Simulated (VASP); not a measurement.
# K3Ag (P4/mmm) in VASP: further runs, part 2 of 2

VASP 6.6.1. Earlier steps stand in the parts before.

### 3 Single point, LDA

This run uses another cell than the first one, of the same volume but with other edges.

The input, INCAR:

```
PREC = Accurate
ENCUT = 520
EDIFF = 1E-6
ISMEAR = 1
SIGMA = 0.15
LREAL = False
LASPH = True
NELM = 80
ALGO = Normal
ISIF = 2
LWAVE = False
LCHARG = False
GGA = CA
NBANDS = 27
```

The input, KPOINTS:

```
Automatic mesh
0
Gamma
  6 6 6
```

The input, POSCAR:

```
K3Ag
1.0
    5.6333082000      0.0000000000      0.0000000000
    0.0000000000      5.6333082000      0.0000000000
    0.0000000000      0.0000000000      6.0778456279
K Ag
3 1
Direct
    0.5000000000      0.0000000000      0.0000000000
    0.0000000000      0.5000000000      0.0000000000
    0.0000000000      0.0000000000      0.5000000000
    0.5000000000      0.5000000000      0.5000000000
```

Potentials or basis: VASP PAW LDA potentials, release 64 (K_sv, Ag).

Started as:

```
$ cat potpaw_LDA.64/K_sv/POTCAR potpaw_LDA.64/Ag/POTCAR > POTCAR
$ mpirun -np 1 vasp_std > vasp.out
```

OUTCAR:

```text
PREC = Accurate
   ENCUT = 520
   EDIFF = 1E-6
   ISMEAR = 1
   LREAL = False
   LASPH = True
   NELM = 80
   ISIF = 2
   GGA = CA

 ion  position               nearest neighbor table
   1  0.500  0.000  0.000-
   2  0.000  0.500  0.000-
   3  0.000  0.000  0.500-
   4  0.500  0.500  0.500-

  LATTYP: Found a simple tetragonal cell.
 ALAT       =     5.6333082000
 C/A-ratio  =     1.0789123215

  Lattice vectors:

 A1 = (   5.6333082000,   0.0000000000,   0.0000000000)
 A2 = (   0.0000000000,   5.6333082000,   0.0000000000)
 A3 = (   0.0000000000,   0.0000000000,   6.0778456279)

Analysis of symmetry for initial positions (statically):
=====================================================================
 Subroutine PRICEL returns:
 Original cell was already a primitive cell.

 Routine SETGRP: Setting up the symmetry group for a
 simple tetragonal supercell.

 Subroutine GETGRP returns: Found 16 space group operations
 (whereof 16 operations were pure point group operations)
 out of a pool of 16 trial point group operations.

The static configuration has the point symmetry D_4h.

Analysis of symmetry for dynamics (positions and initial velocities):
=====================================================================
 Subroutine PRICEL returns:
 Original cell was already a primitive cell.

 Routine SETGRP: Setting up the symmetry group for a
 simple tetragonal supercell.

 Subroutine GETGRP returns: Found 16 space group operations
 (whereof 16 operations were pure point group operations)
 out of a pool of 16 trial point group operations.

The dynamic configuration has the point symmetry D_4h.

 Subroutine INISYM returns: Found 16 space group operations
 (whereof 16 operations are pure point group operations),
 and found     1 'primitive' translations

----------------------------------------------------------------------------------------

                                     Primitive cell

  volume of cell :     192.8753

  direct lattice vectors                    reciprocal lattice vectors
     5.633308200  0.000000000  0.000000000     0.177515585  0.000000000  0.000000000
     0.000000000  5.633308200  0.000000000     0.000000000  0.177515585  0.000000000
     0.000000000  0.000000000  6.077845628     0.000000000  0.000000000  0.164531984

  length of vectors
     5.633308200  5.633308200  6.077845628     0.177515585  0.177515585  0.164531984

  position of ions in fractional coordinates (direct lattice)
     0.500000000  0.000000000  0.000000000
     0.000000000  0.500000000  0.000000000
     0.000000000  0.000000000  0.500000000
     0.500000000  0.500000000  0.500000000

  ion indices of the primitive-cell ions
   primitive index   ion index
                 1           1
                 2           2
                 3           3
                 4           4

----------------------------------------------------------------------------------------

 KPOINTS: Automatic mesh

Automatic generation of k-mesh.
 Grid dimensions read from file:
 generate k-points for:    6    6    6

 Generating k-lattice:

  Cartesian coordinates                     Fractional coordinates (reciprocal lattice)
     0.029585931  0.000000000  0.000000000     0.166666667  0.000000000  0.000000000
     0.000000000  0.029585931  0.000000000     0.000000000  0.166666667  0.000000000
     0.000000000  0.000000000  0.027421997     0.000000000  0.000000000  0.166666667

  Length of vectors
     0.029585931  0.029585931  0.027421997

  Shift w.r.t. Gamma in fractional coordinates (k-lattice)
     0.000000000  0.000000000  0.000000000

 Subroutine IBZKPT returns following result:
 ===========================================

 Found     40 irreducible k-points:

 Following reciprocal coordinates:
            Coordinates               Weight
  0.000000  0.000000  0.000000      1.000000
  0.166667  0.000000  0.000000      4.000000
  0.333333  0.000000  0.000000      4.000000
  0.500000  0.000000  0.000000      2.000000
  0.166667  0.166667  0.000000      4.000000
  0.333333  0.166667  0.000000      8.000000
[... 16 lines left out ...]
  0.333333  0.000000  0.333333      8.000000
  0.500000  0.000000  0.333333      4.000000
 [... further k-points ...]
   k-points           NKPTS =     40   k-points in BZ     NKDIM =     40   number of bands    NBANDS=     27
   number of dos      NEDOS =    301   number of ions     NIONS =      4
   total plane-waves  NPLWV =  84672
   dimension x,y,z NGX =    42 NGY =   42 NGZ =   48
   dimension x,y,z NGXF=    84 NGYF=   84 NGZF=   96
   ions per type =               3   1
   NGX,Y,Z   is equivalent  to a cutoff of  12.39, 12.39, 13.13 a.u.
   NGXF,Y,Z  is equivalent  to a cutoff of  24.79, 24.79, 26.26 a.u.
 SYSTEM =  unknown system
   PREC   = accura    normal or accurate (medium, high low for compatibility)
   ISTART =      0    job   : 0-new  1-cont  2-samecut
   ICHARG =      2    charge: 1-file 2-atom 10-const
   ISPIN  =      1    spin polarized calculation?
   LNONCOLLINEAR =      F non collinear calculations
   LSORBIT =      F    spin-orbit coupling
   LASPH  =      T    aspherical Exc in radial PAW
   ENCUT  =  520.0 eV  38.22 Ry    6.18 a.u.  10.47 10.47 11.30*2*pi/ulx,y,z
   NELM   =     80;   NELMIN=  2; NELMDL= -5     # of ELM steps
   EDIFF  = 0.1E-05   stopping-criterion for ELM
   LREAL  =      F    real-space projection
   EDIFFG = 0.1E-04   stopping-criterion for IOM
   NSW    =      0    number of steps for IOM
   IBRION =     -1    ionic relax: 0-MD 1-quasi-New 2-CG
   NFREE  =      0    steps in history (QN), initial steepest desc. (CG)
   ISIF   =      2    stress and relaxation
   ISYM   =      2    0-nonsym 1-usesym 2-fastsym
   POTIM  = 0.5000    time-step for ionic-motion
   TEBEG  =    0.0;   TEEND  =   0.0 temperature during run
   PSTRESS=    0.0 pullay stress
   NELECT =      38.0000    total number of electrons
   NUPDOWN=      -1.0000    fix difference up-down
   EMIN   =  10.00;   EMAX   =-10.00  energy-range for DOS
   EFERMI =   0.00;   METHOD = LEGACY
   ISMEAR =     1;   SIGMA  =   0.15  broadening in eV -4-tet -1-fermi 0-gaus
   EFERMI_NEDOS =   21; number of points for ismear=-14 and -15
   IALGO  =     38    algorithm
   IMIX   =      4    mixing-type and parameters
     AMIX     =   0.40;   BMIX     =  1.00
     AMIX_MAG =   1.60;   BMIX_MAG =  1.00
  volume/ion in A,a.u.               =      48.22       325.40
  Fermi-wavevector in a.u.,A,eV,Ry     =   0.952600  1.800153 12.346556  0.907446
  Thomas-Fermi vector in A             =   2.081178
   LORBIT       =      0    0 simple, 1 ext, 2 COOP (PROOUT), +10 PAW based schemes
   GGA     = CA    functional components
   LHFCALC =     F    Hartree Fock is set to
   AEXX    =    0.0000 exact exchange contribution
   IVDW    =     0    specifies the selected vdW correction
   LEPSILON=     F    determine dielectric tensor
   LRPA    =     F    only Hartree local field effects (RPA)
 non-spin polarized calculation
 Methfessel and Paxton  Order N= 1 SIGMA  =   0.15
  energy-cutoff  :      520.00
  volume of cell :      192.88
 maximum number of plane-waves:      5239
 NGX is ok and might be reduce to    42

 number of electron      37.9999993 magnetization

 Free energy of the ion-electron system (eV)
  ---------------------------------------------------
  ext. energy  EPLUGINS =         0.00000000
  ---------------------------------------------------
  free energy    TOTEN  =        -6.42344911 eV

  energy without entropy =       -6.42697782  energy(sigma->0) =       -6.42462535

 E-fermi :   0.6405     XC(G=0):  -7.1179

 val. band max:        0.5932654678   @ k =   0.1667   0.0000   0.0000
 cond. band min:       0.6611594486   @ k =   0.5000   0.5000   0.1667
 fundamental gap:      0.0678939808
 Fermi energy:         0.6404917901

 k-point     1 :       0.0000    0.0000    0.0000
  band No.  band energies     occupation
      1     -30.9760      2.00000
      2     -30.9511      2.00000
      3     -30.8372      2.00000
      4     -14.7889      2.00000
      5     -14.7889      2.00000
      6     -14.7421      2.00000
[... 19 lines left out ...]
     26       3.6061     -0.00000
     27       3.7321      0.00000
[... 667 lines left out ...]
      5     -14.7163      2.00000
      6     -14.6968      2.00000
[... 19 lines left out ...]
     26       4.2909      0.00000
     27       4.3949      0.00000

 [... further k-points ...]

------------------------ aborting loop because EDIFF is reached ----------------------------------------

  FORCE on cell =-STRESS in cart. coord.  units (eV):
  Direction    XX          YY          ZZ          XY          YZ          ZX
  --------------------------------------------------------------------------------------
  -------------------------------------------------------------------------------------
  Total       -1.2144593     -1.2144593     -1.6140165      0.0000000      0.0000000      0.0000000
  in kB      -10.0882735    -10.0882735    -13.4073169      0.0000000      0.0000000      0.0000000
  external PRESSURE =     -11.1946213 kB  Pullay stress =       0.0000000 kB

 VOLUME and BASIS-vectors are now :
 -----------------------------------------------------------------------------
  energy-cutoff  :      520.00
  volume of cell :      192.88
      direct lattice vectors                 reciprocal lattice vectors
     5.633308200  0.000000000  0.000000000     0.177515585  0.000000000  0.000000000
     0.000000000  5.633308200  0.000000000     0.000000000  0.177515585  0.000000000
     0.000000000  0.000000000  6.077845628     0.000000000  0.000000000  0.164531984

 POSITION                                       TOTAL-FORCE (eV/Angst)
 -----------------------------------------------------------------------------------
      2.81665      0.00000      0.00000         0.000000      0.000000      0.000000
      0.00000      2.81665      0.00000         0.000000      0.000000      0.000000
      0.00000      0.00000      3.03892         0.000000      0.000000      0.000000
      2.81665      2.81665      3.03892         0.000000      0.000000      0.000000
 -----------------------------------------------------------------------------------
    total drift:                                0.000000      0.000000     -0.000000

  FREE ENERGIE OF THE ION-ELECTRON SYSTEM (eV)
  ---------------------------------------------------
  free  energy   TOTEN  =        -6.4234491085 eV

  energy  without entropy=       -6.4269778208  energy(sigma->0) =       -6.42462535
```

OSZICAR:

```text
N       E                     dE             d eps       ncg     rms          rms(c)
DAV:   1     0.270365702209E+03    0.27037E+03   -0.16730E+04  2160   0.120E+03
DAV:   2     0.140603909132E+02   -0.25631E+03   -0.24973E+03  2274   0.355E+02
DAV:   3    -0.571109369022E+01   -0.19771E+02   -0.19640E+02  3429   0.756E+01
DAV:   4    -0.652203127678E+01   -0.81094E+00   -0.80772E+00  3044   0.144E+01
DAV:   5    -0.656744161559E+01   -0.45410E-01   -0.45399E-01  3418   0.265E+00    0.434E+00
DAV:   6    -0.646085069641E+01    0.10659E+00   -0.20494E-01  2573   0.220E+00    0.283E+00
DAV:   7    -0.642365433748E+01    0.37196E-01   -0.12002E-01  2894   0.105E+00    0.122E+00
DAV:   8    -0.642385999404E+01   -0.20566E-03   -0.19401E-02  2717   0.531E-01    0.243E-01
DAV:   9    -0.642341490124E+01    0.44509E-03   -0.50605E-03  2498   0.268E-01    0.684E-02
DAV:  10    -0.642344578499E+01   -0.30884E-04   -0.19663E-04  3474   0.649E-02    0.267E-02
DAV:  11    -0.642344852960E+01   -0.27446E-05   -0.16325E-05  2753   0.187E-02    0.589E-03
DAV:  12    -0.642344910849E+01   -0.57889E-06   -0.14138E-06  1975   0.544E-03
   1 F= -.64234491E+01 E0= -.64246253E+01  d E =0.352871E-02
```

It took 1.7 min on 1 thread of Intel Xeon 6975P-C (Granite Rapids), shared host; peak memory 0.33 GiB.

Results:

| Property | Result |
| --- | --- |
| Free energy | -6.4234 eV |
| Pressure | -1.1 GPa |
| Band gap on the k mesh | zero (bands 19 and 20 overlap by 1.09 eV) |

Stress tensor (GPa, compression positive):
```
-1.01  0.00  0.00
 0.00 -1.01  0.00
 0.00  0.00 -1.34
```

Levels at points of the mesh, in eV from the Fermi level:
```
           k point  band 15  band 16  band 17  band 18  band 19  band 20  band 21  band 22  band 23  band 24
(0.00, 0.00, 0.00)    -3.81    -3.81    -3.81    -3.09     0.05     1.48     1.81     2.10     2.10     2.19
(0.50, 0.00, 0.00)    -3.81    -3.80    -3.80    -2.19    -1.21     1.37     1.50     1.97     2.49     2.65
(0.50, 0.50, 0.00)    -3.81    -3.80    -3.77    -1.66    -0.11    -0.11     0.28     1.71     2.47     3.03
(0.00, 0.00, 0.50)    -3.81    -3.80    -3.80    -2.34    -1.40     1.33     1.92     1.92     2.85     2.93
(0.50, 0.00, 0.50)    -3.81    -3.80    -3.77    -1.76    -0.27    -0.25     0.09     2.07     2.86     3.09
(0.50, 0.50, 0.50)    -3.83    -3.78    -3.77    -1.56     0.84     0.85     0.85     1.07     1.07     1.08
```

### 4 Single point, LDA

This run uses another cell than the first one, of the same volume but with other edges.

The input, INCAR:

```
SYSTEM = K3Ag
PREC = Accurate ; ENCUT = 520
EDIFF = 1E-7 ; ISMEAR = 1
SIGMA = 0.15 ; LREAL = .False.
LASPH = .True. ; NELM = 100
ALGO = Normal ; ISIF = 2
LWAVE = .False. ; LCHARG = .False.
GGA = CA ; NBANDS = 27
```

The input, KPOINTS:

```
Automatic mesh
0
Gamma
  6 6 6
  0 0 0
```

The input, POSCAR:

```
K3Ag
1.0
    5.9221958000      0.0000000000      0.0000000000
    0.0000000000      5.9221958000      0.0000000000
    0.0000000000      0.0000000000      5.4993475312
K Ag
3 1
Direct
    0.5000000000      0.0000000000      0.0000000000
    0.0000000000      0.5000000000      0.0000000000
    0.0000000000      0.0000000000      0.5000000000
    0.5000000000      0.5000000000      0.5000000000
```

Started as:

```
$ cat potpaw_LDA.64/K_sv/POTCAR potpaw_LDA.64/Ag/POTCAR > POTCAR
$ mpirun -np 1 vasp_std > vasp.out
```

Run time: 99 s. Hardware: 1 thread of Intel Xeon 6975P-C (Granite Rapids), shared host; peak memory 0.35 GiB.

Results (log left out):

```
Free energy            : -6.4255 eV
Pressure               : -1.1 GPa
Band gap on the k mesh : zero (bands 19 and 20 overlap by 1.16 eV)
```

Stress tensor (GPa, compression positive):
```
-1.21  0.00  0.00
 0.00 -1.21  0.00
 0.00  0.00 -0.96
```

Levels at points of the mesh, in eV from the Fermi level:
| k point | band 15 | band 16 | band 17 | band 18 | band 19 | band 20 | band 21 | band 22 | band 23 | band 24 |
| --- | --- | --- | --- | --- | --- | --- | --- | --- | --- | --- |
| (0.00, 0.00, 0.00) | -3.80 | -3.80 | -3.80 | -3.08 | 0.06 | 1.69 | 1.69 | 1.84 | 2.17 | 2.32 |
| (0.50, 0.00, 0.00) | -3.80 | -3.80 | -3.79 | -2.28 | -1.33 | 1.35 | 1.62 | 2.11 | 2.58 | 2.79 |
| (0.50, 0.50, 0.00) | -3.79 | -3.79 | -3.77 | -1.79 | -0.30 | -0.30 | 0.04 | 2.22 | 3.01 | 3.22 |
| (0.00, 0.00, 0.50) | -3.80 | -3.79 | -3.78 | -2.12 | -1.13 | 1.41 | 1.68 | 1.68 | 2.77 | 2.77 |
| (0.50, 0.00, 0.50) | -3.80 | -3.79 | -3.76 | -1.68 | -0.16 | -0.14 | 0.23 | 1.84 | 2.61 | 3.02 |
| (0.50, 0.50, 0.50) | -3.82 | -3.77 | -3.76 | -1.55 | 0.86 | 0.86 | 0.86 | 1.07 | 1.09 | 1.09 |

### 5 Single point, LDA

This run uses another cell than the first one, of the same volume but with other edges.

The input, INCAR:

```
SYSTEM = K3Ag
PREC = Accurate
ENCUT = 520
EDIFF = 1E-6
ISMEAR = 1
SIGMA = 0.15
LREAL = .False.
LASPH = .True.
NELM = 80
ALGO = Normal
ISIF = 2
LWAVE = .False.
LCHARG = .True.
GGA = CA
LELF = .True.
LVHAR = .True.
NBANDS = 27
```

The input, KPOINTS:

```
regular mesh
0
Gamma
  6 6 6
  0 0 0
```

The input, POSCAR:

```
K3Ag
1.0
    6.0666396000      0.0000000000      0.0000000000
    0.0000000000      6.0666396000      0.0000000000
    0.0000000000      0.0000000000      5.2405913832
K Ag
3 1
Direct
    0.5000000000      0.0000000000      0.0000000000
    0.0000000000      0.5000000000      0.0000000000
    0.0000000000      0.0000000000      0.5000000000
    0.5000000000      0.5000000000      0.5000000000
```

Started as:

```
$ cat potpaw_LDA.64/K_sv/POTCAR potpaw_LDA.64/Ag/POTCAR > POTCAR
$ mpirun -np 1 vasp_std > vasp.out
```

It took 81 s on 1 thread of Intel Xeon 6975P-C (Granite Rapids), shared host; peak memory 0.35 GiB.

Results (log left out):

```yaml
Free_energy: -6.4047 eV
Pressure: -1.1 GPa
Band_gap_on_the_k_mesh: zero (bands 19 and 20 overlap by 1.28 eV)
```

Stress tensor (GPa, compression positive):
```
-1.24  0.00  0.00
 0.00 -1.24  0.00
 0.00  0.00 -0.77
```

Levels at points of the mesh, in eV from the Fermi level:
| k point | band 15 | band 16 | band 17 | band 18 | band 19 | band 20 | band 21 | band 22 | band 23 | band 24 |
| --- | --- | --- | --- | --- | --- | --- | --- | --- | --- | --- |
| (0.00, 0.00, 0.00) | -3.76 | -3.76 | -3.76 | -3.06 | 0.03 | 1.54 | 1.54 | 1.71 | 2.28 | 2.78 |
| (0.50, 0.00, 0.00) | -3.76 | -3.76 | -3.75 | -2.30 | -1.36 | 1.35 | 1.49 | 2.36 | 2.49 | 2.63 |
| (0.50, 0.50, 0.00) | -3.75 | -3.75 | -3.74 | -1.83 | -0.37 | -0.37 | -0.06 | 2.56 | 3.30 | 3.30 |
| (0.00, 0.00, 0.50) | -3.77 | -3.76 | -3.73 | -1.97 | -0.98 | 1.46 | 1.62 | 1.62 | 2.70 | 2.73 |
| (0.50, 0.00, 0.50) | -3.76 | -3.76 | -3.71 | -1.58 | -0.07 | -0.05 | 0.32 | 1.78 | 2.52 | 2.91 |
| (0.50, 0.50, 0.50) | -3.78 | -3.75 | -3.71 | -1.49 | 0.91 | 0.91 | 0.91 | 1.08 | 1.12 | 1.12 |

### 6 Overview

| cell | gap on the mesh (eV) | pressure (GPa) |
| --- | --- | --- |
| a = 5.489, b = 5.489, c = 6.402 Å, 4 atoms | none | -1.1 |
| a = 5.633, b = 5.633, c = 6.078 Å, 4 atoms | none | -1.1 |
| a = 5.922, b = 5.922, c = 5.499 Å, 4 atoms | none | -1.1 |
| a = 6.067, b = 6.067, c = 5.241 Å, 4 atoms | none | -1.1 |

Alike in all rows: task single point; level LDA; potentials or basis VASP PAW LDA potentials, release 64 (K_sv, Ag); no spin polarisation; k mesh 6 × 6 × 6; cutoff (eV) 520; smearing methfessel-paxton 0.15 eV.

Total energies depend on the potentials used, so only differences within one code and one set of settings carry meaning.
